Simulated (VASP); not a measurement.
Set up this calculation in VASP 6.6.1, as the native input.

- Task: relaxation of cell and atoms
- Functional: LDA
- Potentials or basis: VASP PAW LDA potentials, release 64 (Ag)
- Cutoff: 600 eV
- k mesh: 12 × 12 × 12
- Occupations: fermi-dirac, width 0.1 eV
- Spin: no spin polarisation
- Target pressure: 2.2 GPa
- Dipole correction: no
- Further INCAR settings: ALGO = Normal; EDIFF = 1e-06; IBRION = 2; EDIFFG = -0.005; NSW = 32; ISIF = 3

The structure of Ag lies in POSCAR:

```
Ag
1.0
    0.0000000000      2.9279057114      2.9279057114
    2.9279057114      0.0000000000      2.9279057114
    2.9279057114      2.9279057114      0.0000000000
Ag
2
Direct
   -0.1250000000     -0.1250000000     -0.1250000000
    0.1250000000      0.1250000000      0.1250000000
```

These files were run (other wordings do the same):

INCAR

```
ALGO     = Normal         # electronic algorithm
EDIFF    = 1E-6           # SCF threshold, eV
EDIFFG   = -0.005         # ionic threshold
ENCUT    = 600            # plane-wave cutoff, eV
IBRION   = 2              # ionic algorithm
ISIF     = 3              # what is computed and relaxed
ISMEAR   = -1             # smearing method
LASPH    = T              # aspherical terms in the spheres
LCHARG   = F              # write CHGCAR
LREAL    = F              # projectors in reciprocal space
LWAVE    = F              # write WAVECAR
NELM     = 100            # most SCF steps
NSW      = 32             # ionic steps
PREC     = Accurate       # precision mode
PSTRESS  = 22.0         
SIGMA    = 0.1            # smearing width, eV
```

KPOINTS

```
k-points
0
Gamma
  12 12 12
```

Potentials or basis: VASP PAW LDA potentials, release 64 (Ag).

The run is started by

```console
$ cat potpaw_LDA.64/Ag/POTCAR > POTCAR
$ mpirun -np 1 vasp_std > vasp.out
```

It gave:

```json
{
 "Pressure after relaxing": "2.2 GPa",
 "Band gap on the k mesh": "zero (band 11 reaches 4.37 eV, above the bottom of band 12 at 3.03 eV)"
}
```

Caveat: the relaxation stopped at its first step, so nothing moved; the cell is relaxed towards a set pressure, so the enthalpy falls and the energy may rise.

It took 59 s on 1 thread of Intel Xeon 6975P-C, with other jobs on the host, peak memory 0.2 GiB.
